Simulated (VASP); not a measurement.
Write the native input for VASP 6.6.1 that does the following.

```yaml
Task: single point
Functional: PBE
Potentials_or_basis: VASP PAW PBE potentials, release 64 (Cd, Te)
Cutoff: 520 eV
k_mesh: 11 × 11 × 11
Occupations: fermi-dirac, width 0.05 eV
Spin: non-collinear spin, zero start, spin-orbit coupling
Starting_moments: "[[0.0, 0.0, 0.0], [0.0, 0.0, 0.0]] μB"
Dipole_correction: no
Further_INCAR_settings: ALGO = Normal; EDIFF = 1e-06; NBANDS = 30
```

The structure of CdTe lies in POSCAR:

```
CdTe
1.0
    0.0000000000      3.3086917840      3.3086917840
    3.3086917840      0.0000000000      3.3086917840
    3.3086917840      3.3086917840      0.0000000000
Cd Te
1 1
Direct
    0.0000000000      0.0000000000      0.0000000000
    0.2500000000      0.2500000000      0.2500000000
```

The input as run:

INCAR

```
PREC     = Accurate       # precision mode
ENCUT    = 520            # plane-wave cutoff, eV
EDIFF    = 1E-6           # SCF threshold, eV
ISMEAR   = -1             # smearing method
SIGMA    = 0.05           # smearing width, eV
LREAL    = False          # projectors in reciprocal space
LASPH    = True           # aspherical terms in the spheres
NELM     = 150            # most SCF steps
ALGO     = Normal         # electronic algorithm
ISIF     = 2              # what is computed and relaxed
LWAVE    = False          # write WAVECAR
LCHARG   = False          # write CHGCAR
LNONCOLLINEAR= True           # non-collinear magnetism
MAGMOM   = 0 0 0 0 0 0    # initial moments
LORBIT   = 11             # projections on sites
LSORBIT  = True           # spin-orbit coupling
GGA_COMPAT= False        
LORBMOM  = True         
GGA      = PE             # functional
NBANDS   = 30             # bands
```

KPOINTS

```
Automatic mesh
0
Gamma
  11 11 11
```

Potentials or basis: VASP PAW PBE potentials, release 64 (Cd, Te).

Command:

```console
$ cat potpaw_PBE.64/Cd/POTCAR potpaw_PBE.64/Te/POTCAR > POTCAR
$ mpirun -np 1 vasp_ncl > vasp.out
```

Results of the run:

```json
{
 "Pressure": "0.2 GPa",
 "Net moment": "0.00 μB per cell",
 "Valence electrons inside the program's atomic spheres": "Cd 10.28; Te 3.40"
}
```

Wall time 10 min on 1 thread of Intel Xeon 8259CL, with other jobs on the host, peak memory 0.57 GiB.
